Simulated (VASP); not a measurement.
# Ta (Pm-3n) in VASP: further runs, part 2 of 2

VASP 6.6.1. Earlier steps stand in the parts before.

### Step 3. Single point, RPBE

INCAR

```
  ALGO = Normal
  EDIFF = 1E-7
  ENCUT = 520
  GGA = RP
  ISIF = 2
  ISMEAR = -1
  LASPH = T
  LCHARG = F
  LREAL = F
  LWAVE = F
  NBANDS = 54
  NELM = 100
  PREC = Accurate
  SIGMA = 0.1
```

KPOINTS

```
k-points
0
Gamma
  6 6 6
```

POSCAR

```
Ta
1.0
    5.3391388395      0.0000000000      0.0000000000
    0.0000000000      5.3391388395      0.0000000000
    0.0000000000      0.0000000000      5.3391388395
Ta
8
Direct
    1.0000000000      0.0000000000      0.0000000000
    0.5000000000      0.5000000000      0.5000000000
    0.2500000000      0.0000000000      0.5000000000
    0.7500000000      1.0000000000      0.5000000000
    0.5000000000      0.2500000000      1.0000000000
    0.5000000000      0.7500000000      1.0000000000
    0.0000000000      0.5000000000      0.2500000000
    0.0000000000      0.5000000000      0.7500000000
```

Potentials or basis: VASP PAW PBE potentials, release 64 (Ta_pv).

The run is started by

```console
cat potpaw_PBE.64/Ta_pv/POTCAR > POTCAR
mpirun -np 1 vasp_std > vasp.out
```

OUTCAR:

```text
EDIFF = 1E-7
   ENCUT = 520
   GGA = RP
   ISIF = 2
   ISMEAR = -1
   LASPH = T
   LREAL = F
   NELM = 100
   PREC = Accurate

 ion  position               nearest neighbor table
   1  0.000  0.000  0.000-   3 2.98   4 2.98   5 2.98   6 2.98   7 2.98   8 2.98   3 2.98   4 2.98
                             7 2.98   8 2.98   5 2.98   6 2.98
   2  0.500  0.500  0.500-   3 2.98   4 2.98   5 2.98   6 2.98   7 2.98   8 2.98   5 2.98   6 2.98
                             3 2.98   4 2.98   7 2.98   8 2.98
   3  0.250  0.000  0.500-   4 2.67   4 2.67   1 2.98   1 2.98   2 2.98   2 2.98   8 3.27   5 3.27
                             5 3.27   6 3.27   6 3.27   7 3.27   8 3.27   7 3.27
   4  0.750  0.000  0.500-   3 2.67   3 2.67   1 2.98   1 2.98   2 2.98   2 2.98   8 3.27   5 3.27
                             5 3.27   6 3.27   6 3.27   7 3.27   8 3.27   7 3.27
   5  0.500  0.250  0.000-   6 2.67   6 2.67   1 2.98   2 2.98   2 2.98   1 2.98   8 3.27   4 3.27
                             3 3.27   4 3.27   3 3.27   7 3.27   7 3.27   8 3.27
   6  0.500  0.750  0.000-   5 2.67   5 2.67   1 2.98   2 2.98   2 2.98   1 2.98   8 3.27   4 3.27
                             3 3.27   4 3.27   3 3.27   7 3.27   7 3.27   8 3.27
[... 208 lines left out ...]
      3     -29.3359      2.00000
      4     -29.0935      2.00000
      5     -29.0935      2.00000
      6     -29.0935      2.00000
[... 1129 lines left out ...]
     53       7.9571      0.00000
     54       7.9571      0.00000

------------------------ aborting loop because EDIFF is reached ----------------------------------------

  FORCE on cell =-STRESS in cart. coord.  units (eV):
  Direction    XX          YY          ZZ          XY          YZ          ZX
  --------------------------------------------------------------------------------------
  -------------------------------------------------------------------------------------
  Total        0.2295007      0.2295007      0.2295007      0.0000000      0.0000000     -0.0000000
  in kB        2.4159112      2.4159112      2.4159112      0.0000000      0.0000000     -0.0000000
  external PRESSURE =       2.4159112 kB  Pullay stress =       0.0000000 kB

 VOLUME and BASIS-vectors are now :
 -----------------------------------------------------------------------------
  energy-cutoff  :      520.00
  volume of cell :      152.20
      direct lattice vectors                 reciprocal lattice vectors
     5.339138840  0.000000000  0.000000000     0.187296122  0.000000000  0.000000000
     0.000000000  5.339138840  0.000000000     0.000000000  0.187296122  0.000000000
     0.000000000  0.000000000  5.339138840     0.000000000  0.000000000  0.187296122

 POSITION                                       TOTAL-FORCE (eV/Angst)
 -----------------------------------------------------------------------------------
      0.00000      0.00000      0.00000        -0.000000     -0.000000     -0.000000
      2.66957      2.66957      2.66957        -0.000000     -0.000000     -0.000000
      1.33478      0.00000      2.66957         0.000000     -0.000000     -0.000000
      4.00435      0.00000      2.66957        -0.000000      0.000000      0.000000
      2.66957      1.33478      0.00000        -0.000000     -0.000000      0.000000
      2.66957      4.00435      0.00000         0.000000      0.000000     -0.000000
      0.00000      2.66957      1.33478        -0.000000     -0.000000     -0.000000
      0.00000      2.66957      4.00435         0.000000      0.000000     -0.000000
 -----------------------------------------------------------------------------------
    total drift:                               -0.000000     -0.000000      0.000000

  FREE ENERGIE OF THE ION-ELECTRON SYSTEM (eV)
  ---------------------------------------------------
  free  energy   TOTEN  =       -90.4853055737 eV

  energy  without entropy=      -90.2257891963  energy(sigma->0) =      -90.35554738
```

OSZICAR:

```text
N       E                     dE             d eps       ncg     rms          rms(c)
DAV:   1     0.921669361739E+03    0.92167E+03   -0.48964E+04  2192   0.169E+03
DAV:   2    -0.469175626945E+02   -0.96859E+03   -0.94932E+03  2334   0.505E+02
DAV:   3    -0.927144019734E+02   -0.45797E+02   -0.43564E+02  2732   0.936E+01
DAV:   4    -0.942756300789E+02   -0.15612E+01   -0.15356E+01  2552   0.149E+01
DAV:   5    -0.943306233430E+02   -0.54993E-01   -0.54861E-01  2736   0.233E+00    0.347E+01
DAV:   6    -0.914091745067E+02    0.29214E+01   -0.36184E+00  2478   0.109E+01    0.168E+01
DAV:   7    -0.905033008503E+02    0.90587E+00   -0.33432E+00  2474   0.103E+01    0.133E+00
DAV:   8    -0.904886104672E+02    0.14690E-01   -0.12679E-01  2666   0.253E+00    0.866E-01
DAV:   9    -0.904853994717E+02    0.32110E-02   -0.22024E-02  2566   0.900E-01    0.194E-01
DAV:  10    -0.904853362978E+02    0.63174E-04   -0.15396E-03  2498   0.252E-01    0.110E-01
DAV:  11    -0.904853185629E+02    0.17735E-04   -0.10417E-04  2756   0.550E-02    0.193E-02
DAV:  12    -0.904853081348E+02    0.10428E-04   -0.19885E-05  2674   0.274E-02    0.966E-03
DAV:  13    -0.904853058285E+02    0.23063E-05   -0.41838E-06  2540   0.132E-02    0.147E-03
DAV:  14    -0.904853056681E+02    0.16043E-06   -0.18359E-07  1632   0.269E-03    0.783E-04
DAV:  15    -0.904853055737E+02    0.94358E-07   -0.19980E-08  1416   0.941E-04
   1 F= -.90485306E+02 E0= -.90355547E+02  d E =-.259516E+00
```

stdout:

```text
POSCAR found type information on POSCAR Ta
 POSCAR found :  1 types and       8 ions
 scaLAPACK will be used
 -----------------------------------------------------------------------------
|                                                                             |
|                                                                             |
|     You enforced a specific xc type in the INCAR file but a different       |
|     I HOPE YOU KNOW WHAT YOU ARE DOING!                                     |
|                                                                             |
 -----------------------------------------------------------------------------

 LDA part: xc-table for (Slater+PW92), standard interpolation
 POSCAR, INCAR and KPOINTS ok, starting setup
 FFT: planning ... GRIDC
 FFT: planning ... GRID_SOFT
 FFT: planning ... GRID
 WAVECAR not read
 entering main loop
```

Run time: 2.8 min. Hardware: 1 thread of Intel Xeon Platinum 8259CL at 2.50GHz (Skylake/Cascade Lake), shared host; peak memory 0.29 GiB.

Results:

```
Free energy            : -90.4853 eV
Pressure               : 0.2 GPa
Band gap on the k mesh : zero (bands 44 and 45 overlap by 0.27 eV)
```

Caveat: the PAW data sets were made with another functional, which shifts forces and pressure a little; spin-orbit coupling is left out, which moves the levels of the heavy elements.

### Step 4. Relaxation of cell and atoms, RPBE

This run uses another cell than the first one, of 18.06 Å³/atom.

INCAR

```
  ALGO = Normal
  EDIFF = 1E-6
  EDIFFG = -0.01
  ENCUT = 600
  GGA = RP
  IBRION = 2
  ISIF = 3
  ISMEAR = -1
  LASPH = T
  LCHARG = F
  LREAL = F
  LWAVE = F
  NELM = 100
  NSW = 80
  PREC = Accurate
  SIGMA = 0.1
```

KPOINTS

```
k-points
0
Gamma
  5 5 5
```

POSCAR

```
Ta
1.0
    5.2476303976      0.0000000000      0.0000000000
    0.0000000000      5.2476303976      0.0000000000
    0.0000000000      0.0000000000      5.2476303976
Ta
8
Direct
    0.0000000000      0.0000000000      0.0000000000
    0.5000000000      0.5000000000      0.5000000000
    0.2500000000      0.0000000000      0.5000000000
    0.7500000000      0.0000000000      0.5000000000
    0.5000000000      0.2500000000      0.0000000000
    0.5000000000      0.7500000000      0.0000000000
    0.0000000000      0.5000000000      0.2500000000
    0.0000000000      0.5000000000      0.7500000000
```

Potentials or basis: VASP PAW PBE potentials, release 64 (Ta_pv).

The run is started by

```console
cat potpaw_PBE.64/Ta_pv/POTCAR > POTCAR
mpirun -np 1 vasp_std > vasp.out
```

OUTCAR:

```text
EDIFF = 1E-6
   EDIFFG = -0.01
   ENCUT = 600
   GGA = RP
   IBRION = 2
   ISIF = 3
   ISMEAR = -1
   LASPH = T
   LREAL = F
   NELM = 100
   NSW = 80
   PREC = Accurate

 ion  position               nearest neighbor table
   1  0.000  0.000  0.000-   3 2.93   4 2.93   5 2.93   6 2.93   7 2.93   8 2.93   3 2.93   4 2.93
                             7 2.93   8 2.93   5 2.93   6 2.93
   2  0.500  0.500  0.500-   3 2.93   4 2.93   5 2.93   6 2.93   7 2.93   8 2.93   5 2.93   6 2.93
                             3 2.93   4 2.93   7 2.93   8 2.93
   3  0.250  0.000  0.500-   4 2.62   4 2.62   1 2.93   1 2.93   2 2.93   2 2.93   8 3.21   5 3.21
                             5 3.21   6 3.21   6 3.21   7 3.21   8 3.21   7 3.21
   4  0.750  0.000  0.500-   3 2.62   3 2.62   1 2.93   1 2.93   2 2.93   2 2.93   8 3.21   5 3.21
                             5 3.21   6 3.21   6 3.21   7 3.21   8 3.21   7 3.21
   5  0.500  0.250  0.000-   6 2.62   6 2.62   1 2.93   2 2.93   2 2.93   1 2.93   8 3.21   4 3.21
                             3 3.21   4 3.21   3 3.21   7 3.21   7 3.21   8 3.21
   6  0.500  0.750  0.000-   5 2.62   5 2.62   1 2.93   2 2.93   2 2.93   1 2.93   8 3.21   4 3.21
                             3 3.21   4 3.21   3 3.21   7 3.21   7 3.21   8 3.21
   7  0.000  0.500  0.250-   8 2.62   8 2.62   1 2.93   2 2.93   1 2.93   2 2.93   3 3.21   4 3.21
                             5 3.21   3 3.21   4 3.21   6 3.21   5 3.21   6 3.21
   8  0.000  0.500  0.750-   7 2.62   7 2.62   1 2.93   2 2.93   1 2.93   2 2.93   3 3.21   4 3.21
                             5 3.21   3 3.21   4 3.21   6 3.21   5 3.21   6 3.21

  LATTYP: Found a simple cubic cell.
 ALAT       =     5.2476303976
[... 177 lines left out ...]
  ext. energy  EPLUGINS =         0.00000000
  ---------------------------------------------------
  free energy    TOTEN  =       -90.24836895 eV

  energy without entropy =      -90.00005023  energy(sigma->0) =      -90.12420959

------------------------ aborting loop because EDIFF is reached ----------------------------------------

  FORCE on cell =-STRESS in cart. coord.  units (eV):
  Direction    XX          YY          ZZ          XY          YZ          ZX
  --------------------------------------------------------------------------------------
  -------------------------------------------------------------------------------------
  Total        9.9153273      9.9153273      9.9153273      0.0000000      0.0000000     -0.0000000
  in kB      109.9329597    109.9329597    109.9329597      0.0000000      0.0000000     -0.0000000
  external PRESSURE =     109.9329597 kB  Pullay stress =       0.0000000 kB
[... 113 lines left out ...]
--------------------------------------- Ionic step        4  -------------------------------------------

 number of electron      88.0000015 magnetization

 Free energy of the ion-electron system (eV)
  ---------------------------------------------------
  ext. energy  EPLUGINS =         0.00000000
  ---------------------------------------------------
  free energy    TOTEN  =       -90.50385413 eV

  energy without entropy =      -90.26131986  energy(sigma->0) =      -90.38258699

 E-fermi :   5.2215     XC(G=0): -12.2788

 val. band max:        5.2015877001   @ k =   0.2000   0.2000   0.0000
 cond. band min:       5.2435949230   @ k =   0.4000   0.4000   0.0000
 fundamental gap:      0.0420072228
 Fermi energy:         5.2214544339

 k-point     1 :       0.0000    0.0000    0.0000
  band No.  band energies     occupation
      1     -29.4541      2.00000
      2     -29.4541      2.00000
      3     -29.3418      2.00000
      4     -29.0991      2.00000
      5     -29.0991      2.00000
      6     -29.0991      2.00000
[... 574 lines left out ...]
  FREE ENERGIE OF THE ION-ELECTRON SYSTEM (eV)
  ---------------------------------------------------
  free  energy   TOTEN  =       -90.5038541258 eV

  energy  without entropy=      -90.2613198592  energy(sigma->0) =      -90.38258699

 reached required accuracy - stopping structural energy minimisation
```

OSZICAR:

```text
N       E                     dE             d eps       ncg     rms          rms(c)
DAV:   1     0.998292080624E+03    0.99829E+03   -0.52798E+04  1040   0.196E+03
DAV:   2    -0.372599327369E+02   -0.10356E+04   -0.10184E+04  1084   0.563E+02
DAV:   3    -0.914193609694E+02   -0.54159E+02   -0.51866E+02  1292   0.104E+02
DAV:   4    -0.936962198814E+02   -0.22769E+01   -0.22122E+01  1240   0.173E+01
[... 38 lines left out ...]
DAV:   3    -0.905038327012E+02    0.41981E-03   -0.17747E-03  1160   0.234E-01    0.586E-02
DAV:   4    -0.905038445895E+02   -0.11888E-04   -0.36096E-05  1128   0.377E-02    0.276E-02
DAV:   5    -0.905038572413E+02   -0.12652E-04   -0.12292E-05   992   0.198E-02    0.147E-02
DAV:   6    -0.905038535741E+02    0.36672E-05   -0.11780E-05  1176   0.191E-02    0.949E-03
DAV:   7    -0.905038541258E+02   -0.55166E-06   -0.76391E-07   604   0.545E-03
   4 F= -.90503854E+02 E0= -.90382587E+02  d E =-.255485E+00
```

CONTCAR:

```text
Ta
   1.00000000000000
     5.3402304313311770    0.0000000000000000   -0.0000000000000000
     0.0000000000000000    5.3402304313311770   -0.0000000000000000
    -0.0000000000000000    0.0000000000000000    5.3402304313311770
  Ta
     8
Direct
     0.0000000000000000    0.0000000000000000    0.0000000000000000
     0.5000000000000000    0.5000000000000000    0.5000000000000000
     0.2500000000000000    0.0000000000000000    0.5000000000000000
     0.7500000000000000    0.0000000000000000    0.5000000000000000
     0.5000000000000000    0.2500000000000000    0.0000000000000000
     0.5000000000000000    0.7500000000000000    0.0000000000000000
     0.0000000000000000    0.5000000000000000    0.2500000000000000
     0.0000000000000000    0.5000000000000000    0.7500000000000000

  0.00000000E+00  0.00000000E+00  0.00000000E+00
  0.00000000E+00  0.00000000E+00  0.00000000E+00
  0.00000000E+00  0.00000000E+00  0.00000000E+00
  0.00000000E+00  0.00000000E+00  0.00000000E+00
  0.00000000E+00  0.00000000E+00  0.00000000E+00
  0.00000000E+00  0.00000000E+00  0.00000000E+00
  0.00000000E+00  0.00000000E+00  0.00000000E+00
  0.00000000E+00  0.00000000E+00  0.00000000E+00
```

Run time: 5 min. Hardware: 1 thread of Intel Xeon Platinum 8259CL at 2.50GHz (Skylake/Cascade Lake), shared host; peak memory 0.29 GiB.

What came out:

| Property | Result |
| --- | --- |
| Free energy | -90.5039 eV |
| Relaxed volume | 19.04 Å³/atom |
| Relaxed cell | a = 5.340 Å, b = 5.340 Å, c = 5.340 Å, α = 90.00°, β = 90.00°, γ = 90.00° |
| Space group after relaxing (to 0.1 Å) | Pm-3n (No. 223) |
| Energy gained by relaxing | 31.9 meV/atom |
| Ionic steps | 4 |
| Pressure after relaxing | 0.0 GPa |
| Band gap on the k mesh | zero (bands 44 and 45 overlap by 0.17 eV) |

The path:
```csv
step,energy change (eV),largest force (eV/Å),pressure (GPa),volume (Å³)
1,0.0000,0.0000,10.99,144.51
2,0.9858,0.0000,-18.21,172.01
3,-0.2550,0.0000,-0.42,152.61
4,-0.2555,0.0000,-0.02,152.29
```

Final structure:
```
Ta
1.0
     5.34023    0.00000    0.00000
     0.00000    5.34023    0.00000
     0.00000    0.00000    5.34023
Ta
8
Direct
  0.00000 0.00000 0.00000
  0.50000 0.50000 0.50000
  0.25000 0.00000 0.50000
  0.75000 0.00000 0.50000
  0.50000 0.25000 0.00000
  0.50000 0.75000 0.00000
  0.00000 0.50000 0.25000
  0.00000 0.50000 0.75000
```

Levels at points of the mesh, in eV from the Fermi level:
| k point | band 42 | band 43 | band 44 | band 45 | band 46 | band 47 |
| --- | --- | --- | --- | --- | --- | --- |
| (0.00, 0.00, 0.00) | -1.01 | -0.74 | -0.74 | 0.14 | 0.14 | 0.87 |

Caveat: the PAW data sets were made with another functional, which shifts forces and pressure a little; spin-orbit coupling is left out, which moves the levels of the heavy elements.

### Step 5. Summary

```tsv
task	cell	k mesh	cutoff (eV)	gap on the mesh (eV)	pressure (GPa)
single point	a = 5.339 Å, 8 atoms	5 × 5 × 5	520	none	0.1
single point	a = 5.339 Å, 8 atoms	6 × 6 × 6	520	none	0.2
relaxation of cell and atoms	relaxed from a = 5.248 Å, 8 atoms	5 × 5 × 5	600	none	0.0
```

Alike in all rows: level RPBE; potentials or basis VASP PAW PBE potentials, release 64 (Ta_pv); no spin polarisation; smearing fermi-dirac 0.1 eV.

Caveats: the PAW data sets were made with another functional, which shifts forces and pressure a little; spin-orbit coupling is left out, which moves the levels of the heavy elements.

Total energies depend on the potentials used, so only differences within one code and one set of settings carry meaning.

The gap in the log of VASP goes by the Fermi energy; the results here count the filled bands.